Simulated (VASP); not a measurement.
# SiC (F-43m) in VASP: notebook

Runs on SiC. Level: PBE. Tasks: single point, relaxation of cell and atoms.

Everything below comes from runs of VASP 6.6.1. Logs are shortened: lines on timing, memory, paths and dates and some standing lists are left out, and cuts for length are marked.

**The experiment to reproduce.**

“Insight into the structural, elastic and electronic properties of a new orthorhombic 6O-SiC polytype”, 2020, pmc:7200658 quotes, for a bulk crystal of SiC: band gap 2.4 eV (indirect).

The runs below are set against these values where they give the same quantity.

## Step 1: The cell of the first run

The structure is cubic, space group F-43m (No. 216). Conventional cell: a = 4.348 Å, b = 4.348 Å, c = 4.348 Å, α = 90.00°, β = 90.00°, γ = 90.00°. Si (site symmetry -43m) has 4 C at 1.88 Å within 2.5 Å. C (site symmetry -43m) has 4 Si at 1.88 Å within 2.5 Å.

## Step 2: Single point, PBE

Contents of INCAR:

```
PREC     = Accurate       # precision mode
ENCUT    = 520            # plane-wave cutoff, eV
EDIFF    = 1E-6           # SCF threshold, eV
ISMEAR   = 0              # smearing method
SIGMA    = 0.1            # smearing width, eV
LREAL    = F              # projectors in reciprocal space
LASPH    = T              # aspherical terms in the spheres
NELM     = 100            # most SCF steps
ALGO     = Normal         # electronic algorithm
ISIF     = 2              # what is computed and relaxed
LWAVE    = F              # write WAVECAR
LCHARG   = F              # write CHGCAR
GGA      = PE             # functional
NBANDS   = 11             # bands
```

Contents of KPOINTS:

```
Automatic mesh
0
Gamma
  8 8 8
```

Contents of POSCAR:

```
SiC
1.0
    0.0000000000      2.1740000000      2.1740000000
    2.1740000000      0.0000000000      2.1740000000
    2.1740000000      2.1740000000      0.0000000000
Si C
1 1
Direct
    0.0000000000      0.0000000000      0.0000000000
    0.7500000000      0.7500000000      0.7500000000
```

Potentials or basis: VASP PAW PBE potentials, release 64 (Si, C).

Launch:

```sh
$ cat potpaw_PBE.64/Si/POTCAR potpaw_PBE.64/C/POTCAR > POTCAR
$ mpirun -np 1 vasp_std > vasp.out
```

OUTCAR:

```text
PREC = Accurate
   ENCUT = 520
   EDIFF = 1E-6
   ISMEAR = 0
   LREAL = F
   LASPH = T
   NELM = 100
   ISIF = 2
   GGA = PE

 ion  position               nearest neighbor table
   1  0.000  0.000  0.000-   2 1.88   2 1.88   2 1.88   2 1.88
   2  0.750  0.750  0.750-   1 1.88   1 1.88   1 1.88   1 1.88

  LATTYP: Found a face centered cubic cell.
 ALAT       =     4.3480000000

  Lattice vectors:

 A1 = (   0.0000000000,   2.1740000000,   2.1740000000)
 A2 = (   2.1740000000,   0.0000000000,   2.1740000000)
 A3 = (   2.1740000000,   2.1740000000,   0.0000000000)

Analysis of symmetry for initial positions (statically):
=====================================================================
 Subroutine PRICEL returns:
 Original cell was already a primitive cell.

 Routine SETGRP: Setting up the symmetry group for a
 face centered cubic supercell.

 Subroutine GETGRP returns: Found 24 space group operations
 (whereof 24 operations were pure point group operations)
 out of a pool of 48 trial point group operations.

The static configuration has the point symmetry T_d .

Analysis of symmetry for dynamics (positions and initial velocities):
=====================================================================
 Subroutine PRICEL returns:
 Original cell was already a primitive cell.

 Routine SETGRP: Setting up the symmetry group for a
 face centered cubic supercell.

 Subroutine GETGRP returns: Found 24 space group operations
 (whereof 24 operations were pure point group operations)
 out of a pool of 48 trial point group operations.

The dynamic configuration has the point symmetry T_d .

 Subroutine INISYM returns: Found 24 space group operations
 (whereof 24 operations are pure point group operations),
 and found     1 'primitive' translations

----------------------------------------------------------------------------------------

                                     Primitive cell

  volume of cell :      20.5498

  direct lattice vectors                    reciprocal lattice vectors
     0.000000000  2.174000000  2.174000000    -0.229990800  0.229990800  0.229990800
     2.174000000  0.000000000  2.174000000     0.229990800 -0.229990800  0.229990800
     2.174000000  2.174000000  0.000000000     0.229990800  0.229990800 -0.229990800

  length of vectors
     3.074500285  3.074500285  3.074500285     0.398355752  0.398355752  0.398355752

  position of ions in fractional coordinates (direct lattice)
     0.000000000  0.000000000  0.000000000
     0.750000000  0.750000000  0.750000000

  ion indices of the primitive-cell ions
   primitive index   ion index
                 1           1
                 2           2

----------------------------------------------------------------------------------------

 KPOINTS: Automatic mesh

Automatic generation of k-mesh.
 Grid dimensions read from file:
 generate k-points for:    8    8    8

 Generating k-lattice:

  Cartesian coordinates                     Fractional coordinates (reciprocal lattice)
    -0.028748850  0.028748850  0.028748850     0.125000000  0.000000000  0.000000000
     0.028748850 -0.028748850  0.028748850     0.000000000  0.125000000  0.000000000
     0.028748850  0.028748850 -0.028748850     0.000000000  0.000000000  0.125000000

  Length of vectors
     0.049794469  0.049794469  0.049794469

  Shift w.r.t. Gamma in fractional coordinates (k-lattice)
     0.000000000  0.000000000  0.000000000

 Subroutine IBZKPT returns following result:
 ===========================================

 Found     29 irreducible k-points:

 Following reciprocal coordinates:
            Coordinates               Weight
  0.000000  0.000000  0.000000      1.000000
  0.125000  0.000000  0.000000      8.000000
  0.250000  0.000000  0.000000      8.000000
  0.375000  0.000000  0.000000      8.000000
  0.500000  0.000000  0.000000      4.000000
  0.125000  0.125000  0.000000      6.000000
[... 16 lines left out ...]
  0.500000  0.250000  0.125000     48.000000
 -0.375000  0.250000  0.125000     24.000000
 [... further k-points ...]
   k-points           NKPTS =     29   k-points in BZ     NKDIM =     29   number of bands    NBANDS=     11
   number of dos      NEDOS =    301   number of ions     NIONS =      2
   total plane-waves  NPLWV =  13824
   dimension x,y,z NGX =    24 NGY =   24 NGZ =   24
   dimension x,y,z NGXF=    48 NGYF=   48 NGZF=   48
   ions per type =               1   1
   NGX,Y,Z   is equivalent  to a cutoff of  12.98, 12.98, 12.98 a.u.
   NGXF,Y,Z  is equivalent  to a cutoff of  25.95, 25.95, 25.95 a.u.
 SYSTEM =  unknown system
   PREC   = accura    normal or accurate (medium, high low for compatibility)
   ISTART =      0    job   : 0-new  1-cont  2-samecut
   ICHARG =      2    charge: 1-file 2-atom 10-const
   ISPIN  =      1    spin polarized calculation?
   LNONCOLLINEAR =      F non collinear calculations
   LSORBIT =      F    spin-orbit coupling
   LASPH  =      T    aspherical Exc in radial PAW
   ENCUT  =  520.0 eV  38.22 Ry    6.18 a.u.   5.72  5.72  5.72*2*pi/ulx,y,z
   NELM   =    100;   NELMIN=  2; NELMDL= -5     # of ELM steps
   EDIFF  = 0.1E-05   stopping-criterion for ELM
   LREAL  =      F    real-space projection
   EDIFFG = 0.1E-04   stopping-criterion for IOM
   NSW    =      0    number of steps for IOM
   IBRION =     -1    ionic relax: 0-MD 1-quasi-New 2-CG
   NFREE  =      0    steps in history (QN), initial steepest desc. (CG)
   ISIF   =      2    stress and relaxation
   ISYM   =      2    0-nonsym 1-usesym 2-fastsym
   POTIM  = 0.5000    time-step for ionic-motion
   TEBEG  =    0.0;   TEEND  =   0.0 temperature during run
   PSTRESS=    0.0 pullay stress
   NELECT =       8.0000    total number of electrons
   NUPDOWN=      -1.0000    fix difference up-down
   EMIN   =  10.00;   EMAX   =-10.00  energy-range for DOS
   EFERMI =   0.00;   METHOD = LEGACY
   ISMEAR =     0;   SIGMA  =   0.10  broadening in eV -4-tet -1-fermi 0-gaus
   EFERMI_NEDOS =   21; number of points for ismear=-14 and -15
   IALGO  =     38    algorithm
   IMIX   =      4    mixing-type and parameters
     AMIX     =   0.40;   BMIX     =  1.00
     AMIX_MAG =   1.60;   BMIX_MAG =  1.00
  volume/ion in A,a.u.               =      10.27        69.34
  Fermi-wavevector in a.u.,A,eV,Ry     =   1.195369  2.258920 19.441458  1.428907
  Thomas-Fermi vector in A             =   2.331336
   LORBIT       =      0    0 simple, 1 ext, 2 COOP (PROOUT), +10 PAW based schemes
   GGA     = PE    functional components
   LHFCALC =     F    Hartree Fock is set to
   AEXX    =    0.0000 exact exchange contribution
   IVDW    =     0    specifies the selected vdW correction
   LEPSILON=     F    determine dielectric tensor
   LRPA    =     F    only Hartree local field effects (RPA)
 non-spin polarized calculation
 Gauss-broadening in eV      SIGMA  =   0.10
  energy-cutoff  :      520.00
  volume of cell :       20.55
 maximum number of plane-waves:       568
   NGX = 11   NGY = 11   NGZ = 11

 number of electron       8.0000001 magnetization

 Free energy of the ion-electron system (eV)
  ---------------------------------------------------
  ext. energy  EPLUGINS =         0.00000000
  ---------------------------------------------------
  free energy    TOTEN  =       -15.05307902 eV

  energy without entropy =      -15.05307902  energy(sigma->0) =      -15.05307902

 E-fermi :   8.6091     XC(G=0): -11.3861

 val. band max:        8.1854738849   @ k =   0.0000   0.0000   0.0000
 cond. band min:       9.5350883683   @ k =   0.5000   0.5000   0.0000
 fundamental gap:      1.3496144834
 Fermi energy:         8.6091017440

 k-point     1 :       0.0000    0.0000    0.0000
  band No.  band energies     occupation
      1      -7.2725      2.00000
      2       8.1855      2.00000
      3       8.1855      2.00000
      4       8.1855      2.00000
      5      14.5000      0.00000
      6      15.5401      0.00000
      7      15.5401      0.00000
      8      15.5401      0.00000
      9      22.7316      0.00000
     10      22.7316      0.00000
     11      24.7725      0.00000

 k-point     2 :       0.1250    0.0000    0.0000
  band No.  band energies     occupation
      1      -6.9661      2.00000
      2       6.6998      2.00000
      3       7.9843      2.00000
      4       7.9843      2.00000
      5      14.7241      0.00000
      6      15.8928      0.00000
      7      15.8928      0.00000
      8      16.0802      0.00000
      9      21.5054      0.00000
     10      21.5054      0.00000
     11      24.3009      0.00000

 k-point     3 :       0.2500    0.0000    0.0000
  band No.  band energies     occupation
      1      -6.0702      2.00000
      2       3.8818      2.00000
      3       7.5789      2.00000
      4       7.5789      2.00000
      5      14.2359      0.00000
      6      16.1366      0.00000
      7      16.1366      0.00000
      8      17.5994      0.00000
      9      21.3404      0.00000
     10      21.3404      0.00000
     11      23.3869      0.00000

 k-point     4 :       0.3750    0.0000    0.0000
  band No.  band energies     occupation
      1      -4.7068      2.00000
      2       1.1299      2.00000
      3       7.2513      2.00000
      4       7.2513      2.00000
      5      13.8232      0.00000
      6      15.6975      0.00000
      7      15.6975      0.00000
      8      18.2526      0.00000
      9      23.3500      0.00000
     10      23.3500      0.00000
     11      23.7985      0.00000
[... 239 lines left out ...]
 k-point    22 :       0.3750    0.2500    0.1250
  band No.  band energies     occupation
      1      -5.2913      2.00000
      2       3.6936      2.00000
      3       5.3168      2.00000
      4       6.9096      2.00000
      5      13.5748      0.00000
      6      15.8612      0.00000
      7      16.7056      0.00000
      8      18.3134      0.00000
      9      20.4831      0.00000
     10      24.2472      0.00000
     11      27.6816      0.00000

 k-point    23 :       0.5000    0.2500    0.1250
  band No.  band energies     occupation
      1      -3.9817      2.00000
      2       1.6535      2.00000
      3       4.5774      2.00000
      4       6.2570      2.00000
      5      13.5069      0.00000
      6      15.8277      0.00000
      7      17.4398      0.00000
      8      18.6915      0.00000
      9      21.6346      0.00000
     10      24.7522      0.00000
     11      27.6017      0.00000

 k-point    24 :      -0.3750    0.2500    0.1250
  band No.  band energies     occupation
      1      -3.0283      2.00000
      2       0.3278      2.00000
      3       4.4669      2.00000
      4       5.9180      2.00000
      5      13.4476      0.00000
      6      15.5093      0.00000
      7      18.3918      0.00000
      8      19.2454      0.00000
      9      21.6762      0.00000
     10      24.4704      0.00000
     11      27.5959      0.00000

 [... further k-points ...]
[... 5 lines left out ...]
  --------------------------------------------------------------------------------------
  -------------------------------------------------------------------------------------
  Total        0.6144202      0.6144202      0.6144202     -0.0000000      0.0000000     -0.0000000
  in kB       47.9035210     47.9035210     47.9035210     -0.0000000      0.0000000     -0.0000000
  external PRESSURE =      47.9035210 kB  Pullay stress =       0.0000000 kB

 VOLUME and BASIS-vectors are now :
 -----------------------------------------------------------------------------
  energy-cutoff  :      520.00
  volume of cell :       20.55
      direct lattice vectors                 reciprocal lattice vectors
     0.000000000  2.174000000  2.174000000    -0.229990800  0.229990800  0.229990800
     2.174000000  0.000000000  2.174000000     0.229990800 -0.229990800  0.229990800
     2.174000000  2.174000000  0.000000000     0.229990800  0.229990800 -0.229990800

 POSITION                                       TOTAL-FORCE (eV/Angst)
 -----------------------------------------------------------------------------------
      0.00000      0.00000      0.00000         0.000000      0.000000     -0.000000
      3.26100      3.26100      3.26100        -0.000000     -0.000000      0.000000
 -----------------------------------------------------------------------------------
    total drift:                               -0.000000     -0.000000     -0.000000

  FREE ENERGIE OF THE ION-ELECTRON SYSTEM (eV)
  ---------------------------------------------------
  free  energy   TOTEN  =       -15.0530790215 eV

  energy  without entropy=      -15.0530790215  energy(sigma->0) =      -15.05307902
```

Wall time 3.4 s (1 thread of Intel Xeon 6975P-C (Granite Rapids), shared host); peak memory 0.13 GiB.

What came out:

- Free energy: -15.0531 eV
- Pressure: 4.8 GPa
- Band gap on the k mesh: 1.35 eV, indirect (least direct gap 4.55 eV)

A k mesh can miss the band edges. Expect the measured gap to be larger: semilocal functionals such as PBE lack the derivative discontinuity.

## Step 3: Single point, PBE

This run uses another cell than the first one, of 10.50 Å³/atom, 1.022 times its volume.

Contents of INCAR:

```
ALGO     = Normal         # electronic algorithm
EDIFF    = 1E-6           # SCF threshold, eV
ENCUT    = 520            # plane-wave cutoff, eV
GGA      = PE             # functional
ISIF     = 2              # what is computed and relaxed
ISMEAR   = 0              # smearing method
LASPH    = T              # aspherical terms in the spheres
LCHARG   = T              # write CHGCAR
LELF     = T              # ELF
LREAL    = F              # projectors in reciprocal space
LVHAR    = T            
LWAVE    = F              # write WAVECAR
NBANDS   = 11             # bands
NELM     = 100            # most SCF steps
PREC     = Accurate       # precision mode
SIGMA    = 0.02           # smearing width, eV
```

Contents of KPOINTS:

```
k-points
0
Gamma
  12 12 12
```

Contents of POSCAR:

```
SiC
1.0
    0.0000000000      2.1898640979      2.1898640979
    2.1898640979      0.0000000000      2.1898640979
    2.1898640979      2.1898640979      0.0000000000
Si C
1 1
Direct
    0.0000000000      0.0000000000      0.0000000000
    0.7500000000      0.7500000000      0.7500000000
```

Potentials or basis: VASP PAW PBE potentials, release 64 (Si, C).

Launch:

```sh
$ cat potpaw_PBE.64/Si/POTCAR potpaw_PBE.64/C/POTCAR > POTCAR
$ mpirun -np 1 vasp_std > vasp.out
```

It took 5.9 s on 1 thread of Intel Xeon 6975P-C (Granite Rapids), shared host; peak memory 0.14 GiB.

The run converged. Its results:

```
Free energy            : -15.0610 eV
Pressure               : 0.0 GPa
Band gap on the k mesh : 1.37 eV, indirect (least direct gap 4.53 eV)
```

Levels at points of the mesh, in eV from the valence-band top:
| k point | band 1 | band 2 | band 3 | band 4 | band 5 | band 6 | band 7 | band 8 | band 9 |
| --- | --- | --- | --- | --- | --- | --- | --- | --- | --- |
| (0.00, 0.00, 0.00) | -15.29 | 0.00 | 0.00 | 0.00 | 6.06 | 7.20 | 7.20 | 7.20 | 14.42 |
| (0.50, 0.00, 0.00) | -11.78 | -8.45 | -1.05 | -1.05 | 5.30 | 7.17 | 7.17 | 9.97 | 16.02 |
| (0.50, 0.50, 0.00) | -10.34 | -7.75 | -3.16 | -3.16 | 1.37 | 4.27 | 13.86 | 13.86 | 14.59 |

## Step 4: Relaxation of cell and atoms, PBE

Contents of INCAR:

```
ALGO     = Normal         # electronic algorithm
EDIFF    = 1E-6           # SCF threshold, eV
EDIFFG   = -0.005         # ionic threshold
ENCUT    = 600            # plane-wave cutoff, eV
GGA      = PE             # functional
IBRION   = 2              # ionic algorithm
ISIF     = 3              # what is computed and relaxed
ISMEAR   = 0              # smearing method
LASPH    = T              # aspherical terms in the spheres
LCHARG   = F              # write CHGCAR
LREAL    = F              # projectors in reciprocal space
LWAVE    = F              # write WAVECAR
NELM     = 100            # most SCF steps
NSW      = 100            # ionic steps
PREC     = Accurate       # precision mode
SIGMA    = 0.02           # smearing width, eV
```

KPOINTS is that of step 3.

Contents of POSCAR:

```
SiC
1.0
    0.0000000000      2.1740000000      2.1740000000
    2.1740000000      0.0000000000      2.1740000000
    2.1740000000      2.1740000000      0.0000000000
Si C
1 1
Direct
    0.0000000000      0.0000000000      0.0000000000
    0.7500000000      0.7500000000      0.7500000000
```

Launch:

```sh
$ cat potpaw_PBE.64/Si/POTCAR potpaw_PBE.64/C/POTCAR > POTCAR
$ mpirun -np 1 vasp_std > vasp.out
```

It took 21 s on 1 thread of Intel Xeon 6975P-C (Granite Rapids), shared host; peak memory 0.16 GiB.

It converged, with:

```yaml
Free_energy: -15.0619 eV
Relaxed_volume: 10.49 Å³/atom
Relaxed_cell: a = 3.096 Å, b = 3.096 Å, c = 3.096 Å, α = 60.00°, β = 60.00°, γ = 60.00°
Space_group_after_relaxing_to_0.05_Å: F-43m (No. 216)
Energy_gained_by_relaxing: 3.1 meV/atom
Ionic_steps: 3
Pressure_after_relaxing: 0.0 GPa
Band_gap_on_the_k_mesh: 1.37 eV, indirect (least direct gap 4.53 eV)
```

Step by step:
```csv
step,energy change (eV),largest force (eV/Å),pressure (GPa),volume (Å³)
1,0.0000,0.0000,4.65,20.55
2,0.0004,0.0000,-4.43,21.45
3,-0.0062,0.0000,0.00,20.99
```

Final structure:
```
Si C
1.0
     0.00000    2.18929    2.18929
     2.18929    0.00000    2.18929
     2.18929    2.18929    0.00000
Si C
1 1
Direct
  0.00000 0.00000 0.00000
  0.75000 0.75000 0.75000
```

Levels at points of the mesh, in eV from the valence-band top:
```tsv
k point	band 2	band 3	band 4	band 5	band 6	band 7
(0.00, 0.00, 0.00)	0.00	0.00	0.00	6.07	7.21	7.21
(0.50, 0.00, 0.00)	-8.46	-1.05	-1.05	5.31	7.17	7.17
(0.50, 0.50, 0.00)	-7.75	-3.16	-3.16	1.37	4.27	13.87
```

## Step 5: Overview

| task | cell | k mesh | cutoff (eV) | smearing | gap on the mesh (eV) | pressure (GPa) |
| --- | --- | --- | --- | --- | --- | --- |
| single point | a = 3.075 Å, angles 60.0°, 2 atoms | 8 × 8 × 8 | 520 | gaussian 0.1 eV | 1.35 | 4.8 |
| single point | a = 3.097 Å, angles 60.0°, 2 atoms | 12 × 12 × 12 | 520 | gaussian 0.02 eV | 1.37 | 0.0 |
| relaxation of cell and atoms | relaxed from a = 3.075 Å, angles 60.0°, 2 atoms | 12 × 12 × 12 | 600 | gaussian 0.02 eV | 1.37 | 0.0 |

Alike in all rows: level PBE; potentials or basis VASP PAW PBE potentials, release 64 (Si, C); no spin polarisation.

Total energies depend on the potentials used, so only differences within one code and one set of settings carry meaning.

## Step 6: Comparison with measurements

Step 3. Against the measured gap of SiC, 2.4 eV (indirect; quoted in “Insight into the structural, elastic and electronic properties of a new orthorhombic 6O-SiC polytype”, 2020, pmc:7200658), the calculated 1.37 eV is off by -1.03 eV. The value is that of PBE on a finite k mesh, which can miss the band edges, without temperature or zero-point motion. Semilocal functionals fall short of measured gaps as a rule.
